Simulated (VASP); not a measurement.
Set up this calculation in VASP 6.6.1, as the native input.

```
Task                   : single point
Functional             : PBE
Potentials or basis    : VASP PAW PBE potentials, release 64 (Pt, S)
Cutoff                 : 520 eV
k mesh                 : 12 × 12 × 8
Occupations            : gaussian, width 0.05 eV
Spin                   : no spin polarisation
Dipole correction      : no
Further INCAR settings : ALGO = Normal; EDIFF = 1e-07; NBANDS = 18
```

The structure of PtS2 lies in POSCAR:

```
PtS2
1.0
    3.3660395020      0.0000000000      0.0000000000
   -1.6830197510      2.9150757189      0.0000000000
    0.0000000000      0.0000000000      5.0388000000
Pt S
1 2
Direct
    0.0000000000      0.0000000000      0.0000000000
    0.3333333333      0.6666666667      0.2500000000
    0.6666666667      0.3333333333      0.7500000000
```

This cell differs from its parent crystal: strain -0.050 along x and y, +0.000 along z.

The input as run:

INCAR

```
SYSTEM = PtS2
PREC = Accurate ; ENCUT = 520
EDIFF = 1E-7 ; ISMEAR = 0
SIGMA = 0.05 ; LREAL = .False.
LASPH = .True. ; NELM = 80
ALGO = Normal ; ISIF = 2
LWAVE = .False. ; LCHARG = .False.
GGA = PE ; NBANDS = 18
```

KPOINTS

```
Automatic mesh
0
Gamma
  12 12 8
  0 0 0
```

Potentials or basis: VASP PAW PBE potentials, release 64 (Pt, S).

Run with:

```bash
$ cat potpaw_PBE.64/Pt/POTCAR potpaw_PBE.64/S/POTCAR > POTCAR
$ mpirun -np 1 vasp_std > vasp.out
```

Results of the run:

```yaml
Pressure: 23.0 GPa
Largest_force: 1.016 eV/Å
Band_gap_on_the_k_mesh: 0.71 eV, indirect (least direct gap 1.00 eV)
```

Caveat: the cell differs from its parent crystal (strain -0.050 along x and y, +0.000 along z); spin-orbit coupling is left out, which moves the levels of the heavy elements; forces of over 1 eV/Å act on the atoms, so gaps and moduli don't describe the material at rest.

It took 100 s on 1 thread of Intel(R) Xeon(R) Platinum 8375C CPU @ 2.90GHz (Ice Lake) (shared host), peak memory 0.25 GiB.
